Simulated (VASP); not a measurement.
# HfC (CsCl type) (Pm-3m) in VASP: notebook, part 2 of 2

VASP 6.6.1.

**5. Relaxation of cell and atoms, PBE, target pressure 280 GPa, at which the enthalpy is minimised**

This run uses another cell than the first one, of 7.58 Å³/atom.

Contents of INCAR:

```
SYSTEM = HfC
ALGO     = Normal         ! electronic algorithm
EDIFF    = 1E-6           ! SCF threshold, eV
EDIFFG   = -0.005         ! ionic threshold
ENCUT    = 600            ! plane-wave cutoff, eV
GGA      = PE             ! functional
IBRION   = 2              ! ionic algorithm
ISIF     = 3              ! what is computed and relaxed
ISMEAR   = -1             ! smearing method
LASPH    = .TRUE.         ! aspherical terms in the spheres
LCHARG   = .FALSE.        ! write CHGCAR
LREAL    = .FALSE.        ! projectors in reciprocal space
LWAVE    = .FALSE.        ! write WAVECAR
NELM     = 60             ! most SCF steps
NSW      = 60             ! ionic steps
PREC     = Accurate       ! precision mode
PSTRESS  = 2800.0       
SIGMA    = 0.05           ! smearing width, eV
```

Contents of KPOINTS:

```
k-points
0
G
  15 15 15
  0 0 0
```

Contents of POSCAR:

```
HfC
1.0
    2.4753132733      0.0000000000      0.0000000000
    0.0000000000      2.4753132733      0.0000000000
    0.0000000000      0.0000000000      2.4753132733
Hf C
1 1
Direct
    0.0000000000      0.0000000000      0.0000000000
    0.5000000000      0.5000000000      0.5000000000
```

Potentials or basis: VASP PAW PBE potentials, release 64 (Hf_pv, C).

Started as:

```console
$ cat potpaw_PBE.64/Hf_pv/POTCAR potpaw_PBE.64/C/POTCAR > POTCAR
$ mpirun -np 1 vasp_std > vasp.out
```

OUTCAR:

```text
SYSTEM = HfC
   EDIFF = 1E-6
   EDIFFG = -0.005
   ENCUT = 600
   GGA = PE
   IBRION = 2
   ISIF = 3
   ISMEAR = -1
   LASPH = .TRUE.
   LREAL = .FALSE.
   NELM = 60
   NSW = 60
   PREC = Accurate
   PSTRESS = 2800.0

 ion  position               nearest neighbor table
   1  0.000  0.000  0.000-   2 2.14   2 2.14   2 2.14   2 2.14   2 2.14   2 2.14   2 2.14   2 2.14

   2  0.500  0.500  0.500-   1 2.14   1 2.14   1 2.14   1 2.14   1 2.14   1 2.14   1 2.14   1 2.14

  LATTYP: Found a simple cubic cell.
 ALAT       =     2.4753132733

  Lattice vectors:

 A1 = (   2.4753132733,   0.0000000000,   0.0000000000)
 A2 = (   0.0000000000,   2.4753132733,   0.0000000000)
 A3 = (   0.0000000000,   0.0000000000,   2.4753132733)

Analysis of symmetry for initial positions (statically):
=====================================================================
 Subroutine PRICEL returns:
 Original cell was already a primitive cell.

 Routine SETGRP: Setting up the symmetry group for a
 simple cubic supercell.

 Subroutine GETGRP returns: Found 48 space group operations
 (whereof 48 operations were pure point group operations)
 out of a pool of 48 trial point group operations.

The static configuration has the point symmetry O_h .

Analysis of symmetry for dynamics (positions and initial velocities):
=====================================================================
 Subroutine PRICEL returns:
 Original cell was already a primitive cell.

 Routine SETGRP: Setting up the symmetry group for a
 simple cubic supercell.

 Subroutine GETGRP returns: Found 48 space group operations
 (whereof 48 operations were pure point group operations)
 out of a pool of 48 trial point group operations.

The dynamic configuration has the point symmetry O_h .

 Subroutine INISYM returns: Found 48 space group operations
 (whereof 48 operations are pure point group operations),
 and found     1 'primitive' translations

----------------------------------------------------------------------------------------

                                     Primitive cell

  volume of cell :      15.1667

  direct lattice vectors                    reciprocal lattice vectors
     2.475313273  0.000000000  0.000000000     0.403989269  0.000000000  0.000000000
     0.000000000  2.475313273  0.000000000     0.000000000  0.403989269  0.000000000
     0.000000000  0.000000000  2.475313273     0.000000000  0.000000000  0.403989269

  length of vectors
     2.475313273  2.475313273  2.475313273     0.403989269  0.403989269  0.403989269

  position of ions in fractional coordinates (direct lattice)
     0.000000000  0.000000000  0.000000000
     0.500000000  0.500000000  0.500000000

  ion indices of the primitive-cell ions
   primitive index   ion index
                 1           1
                 2           2

----------------------------------------------------------------------------------------

 KPOINTS: k-points

Automatic generation of k-mesh.
 Grid dimensions read from file:
 generate k-points for:   15   15   15

 Generating k-lattice:

  Cartesian coordinates                     Fractional coordinates (reciprocal lattice)
     0.026932618  0.000000000  0.000000000     0.066666667  0.000000000  0.000000000
[... 49 lines left out ...]
 SYSTEM =  HfC
   PREC   = accura    normal or accurate (medium, high low for compatibility)
   ISTART =      0    job   : 0-new  1-cont  2-samecut
   ICHARG =      2    charge: 1-file 2-atom 10-const
   ISPIN  =      1    spin polarized calculation?
   LNONCOLLINEAR =      F non collinear calculations
   LSORBIT =      F    spin-orbit coupling
   LASPH  =      T    aspherical Exc in radial PAW
   ENCUT  =  600.0 eV  44.10 Ry    6.64 a.u.   4.94  4.94  4.94*2*pi/ulx,y,z
   NELM   =     60;   NELMIN=  2; NELMDL= -5     # of ELM steps
   EDIFF  = 0.1E-05   stopping-criterion for ELM
   LREAL  =      F    real-space projection
   EDIFFG = -.5E-02   stopping-criterion for IOM
   NSW    =     60    number of steps for IOM
   IBRION =      2    ionic relax: 0-MD 1-quasi-New 2-CG
   NFREE  =      1    steps in history (QN), initial steepest desc. (CG)
   ISIF   =      3    stress and relaxation
   ISYM   =      2    0-nonsym 1-usesym 2-fastsym
   POTIM  = 0.5000    time-step for ionic-motion
   TEBEG  =    0.0;   TEEND  =   0.0 temperature during run
   PSTRESS= 2800.0 pullay stress
   NELECT =      14.0000    total number of electrons
   NUPDOWN=      -1.0000    fix difference up-down
   EMIN   =  10.00;   EMAX   =-10.00  energy-range for DOS
   EFERMI =   0.00;   METHOD = LEGACY
   ISMEAR =    -1;   SIGMA  =   0.05  broadening in eV -4-tet -1-fermi 0-gaus
   EFERMI_NEDOS =   21; number of points for ismear=-14 and -15
   IALGO  =     38    algorithm
   IMIX   =      4    mixing-type and parameters
     AMIX     =   0.40;   BMIX     =  1.00
     AMIX_MAG =   1.60;   BMIX_MAG =  1.00
  volume/ion in A,a.u.               =       7.58        51.17
  Fermi-wavevector in a.u.,A,eV,Ry     =   1.593996  3.012216 34.570017  2.540825
  Thomas-Fermi vector in A             =   2.692140
   LORBIT       =      0    0 simple, 1 ext, 2 COOP (PROOUT), +10 PAW based schemes
   GGA     = PE    functional components
   LHFCALC =     F    Hartree Fock is set to
   AEXX    =    0.0000 exact exchange contribution
   IVDW    =     0    specifies the selected vdW correction
   LEPSILON=     F    determine dielectric tensor
   LRPA    =     F    only Hartree local field effects (RPA)
 conjugate gradient relaxation of ions
 non-spin polarized calculation
  energy-cutoff  :      600.00
  volume of cell :       15.17
 maximum number of plane-waves:       518
 NGX is ok and might be reduce to    20
   NGX =  9   NGY =  9   NGZ =  9

--------------------------------------- Ionic step        1  -------------------------------------------

 number of electron      13.9999999 magnetization

 Free energy of the ion-electron system (eV)
  ---------------------------------------------------
  ext. energy  EPLUGINS =         0.00000000
  ---------------------------------------------------
  free energy    TOTEN  =       -13.60858827 eV

  energy without entropy =      -13.59639482  energy(sigma->0) =      -13.60249155

------------------------ aborting loop because EDIFF is reached ----------------------------------------

  FORCE on cell =-STRESS in cart. coord.  units (eV):
  Direction    XX          YY          ZZ          XY          YZ          ZX
  --------------------------------------------------------------------------------------
  -------------------------------------------------------------------------------------
  Total       23.4417457     23.4417457     23.4417457     -0.0000000      0.0000000      0.0000000
  in kB     2476.3385654   2476.3385654   2476.3385654     -0.0000000      0.0000000      0.0000000
  external PRESSURE =    -323.6614346 kB  Pullay stress =    2800.0000000 kB
[... 215 lines left out ...]
--------------------------------------- Ionic step        7  -------------------------------------------

 number of electron      14.0000003 magnetization

 Free energy of the ion-electron system (eV)
  ---------------------------------------------------
  ext. energy  EPLUGINS =         0.00000000
  ---------------------------------------------------
  free energy    TOTEN  =       -12.86197956 eV

  energy without entropy =      -12.85005401  energy(sigma->0) =      -12.85601679

 E-fermi :  11.6263     XC(G=0): -15.2846

 val. band max:       11.5988739939   @ k =   0.2000   0.2000   0.0000
 cond. band min:      11.6263054321   @ k =   0.4667   0.2667   0.0667
 fundamental gap:      0.0274314382
 Fermi energy:        11.6262960882

 k-point     1 :       0.0000    0.0000    0.0000
  band No.  band energies     occupation
      1     -16.6186      2.00000
      2     -16.6186      2.00000
      3     -16.6186      2.00000
      4      -3.9340      2.00000
      5       7.4255      2.00000
      6       7.4255      2.00000
      7      13.8003      0.00000
      8      13.8003      0.00000
      9      13.8003      0.00000
     10      21.7202      0.00000
     11      21.7202      0.00000
[... 309 lines left out ...]
 k-point    24 :       0.3333    0.2000    0.0000
  band No.  band energies     occupation
      1     -19.8388      2.00000
      2     -17.8619      2.00000
      3     -16.0669      2.00000
      4       0.3577      2.00000
      5       5.3766      2.00000
      6       9.3906      2.00000
      7      10.8049      2.00000
      8      11.5838      1.40126
      9      18.7781      0.00000
     10      18.9938      0.00000
     11      22.5312      0.00000

 [... further k-points ...]

------------------------ aborting loop because EDIFF is reached ----------------------------------------

  FORCE on cell =-STRESS in cart. coord.  units (eV):
  Direction    XX          YY          ZZ          XY          YZ          ZX
  --------------------------------------------------------------------------------------
  -------------------------------------------------------------------------------------
  Total       25.7167018     25.7167018     25.7167018      0.0000000      0.0000000      0.0000000
  in kB     2800.4940348   2800.4940348   2800.4940348      0.0000000      0.0000000      0.0000000
  external PRESSURE =       0.4940348 kB  Pullay stress =    2800.0000000 kB
[... 21 lines left out ...]
  energy  without entropy=      -12.8500540087  energy(sigma->0) =      -12.85601679

  enthalpy is  TOTEN    =        12.8501855652 eV   P V=       25.7121651287

 reached required accuracy - stopping structural energy minimisation
```

Run time: 1.9 min. Hardware: 1 thread of Intel Xeon 8259CL, shared host; peak memory 0.16 GiB.

Results:

| Item | Value |
| --- | --- |
| Free energy | -12.8620 eV |
| Relaxed volume | 7.36 Å³/atom |
| Relaxed cell | a = 2.450 Å, b = 2.450 Å, c = 2.450 Å, α = 90.00°, β = 90.00°, γ = 90.00° |
| Space group after relaxing (to 0.1 Å) | Pm-3m (No. 221) |
| Energy change on relaxing (the run minimises the enthalpy) | +373.3 meV/atom |
| Ionic steps | 7 |
| Pressure after relaxing | 280.0 GPa |
| Band gap on the k mesh | zero (bands 7 and 8 overlap by 4.20 eV) |

The path:
```tsv
step	energy change (eV)	largest force (eV/Å)	pressure (GPa)	volume (Å³)
1	0.0000	0.0000	247.63	15.17
2	7.6044	0.0000	584.21	12.05
3	0.6708	0.0000	276.73	14.76
4	0.7361	0.0000	279.55	14.72
5	0.7516	0.0000	280.24	14.71
6	0.7171	0.0000	278.73	14.73
7	0.7466	0.0000	280.05	14.71
```

Final structure:
```
Hf C
1.0
     2.45036    0.00000    0.00000
     0.00000    2.45036    0.00000
     0.00000    0.00000    2.45036
Hf C
1 1
Direct
  0.00000 0.00000 0.00000
  0.50000 0.50000 0.50000
```

Levels at points of the mesh, in eV from the Fermi level:
| k point | band 5 | band 6 | band 7 | band 8 | band 9 | band 10 |
| --- | --- | --- | --- | --- | --- | --- |
| (0.00, 0.00, 0.00) | -4.20 | -4.20 | 2.17 | 2.17 | 2.17 | 10.09 |

Caveat: the cell is relaxed towards a set pressure, so the run minimises the enthalpy, not the energy; spin-orbit coupling is left out, which moves the levels of the heavy elements.

**6. The runs side by side**

| task | cell | cutoff (eV) | gap on the mesh (eV) | pressure (GPa) |
| --- | --- | --- | --- | --- |
| single point | a = 2.452 Å, 2 atoms | 520 | none | 277.5 |
| relaxation of cell and atoms | relaxed to 280 GPa from a = 2.452 Å, 2 atoms | 600 | none | 280.0 |
| relaxation of cell and atoms | relaxed to 280 GPa from a = 2.475 Å, 2 atoms | 600 | none | 280.0 |

Alike in all rows: level PBE; potentials or basis VASP PAW PBE potentials, release 64 (Hf_pv, C); no spin polarisation; k mesh 15 × 15 × 15; smearing fermi-dirac 0.05 eV.

Caveats: spin-orbit coupling is left out, which moves the levels of the heavy elements; the cell is relaxed towards a set pressure, so the run minimises the enthalpy, not the energy (at least some runs); the cell stands under pressure (at least some runs).

Total energies depend on the potentials used, so only differences within one code and one set of settings carry meaning.
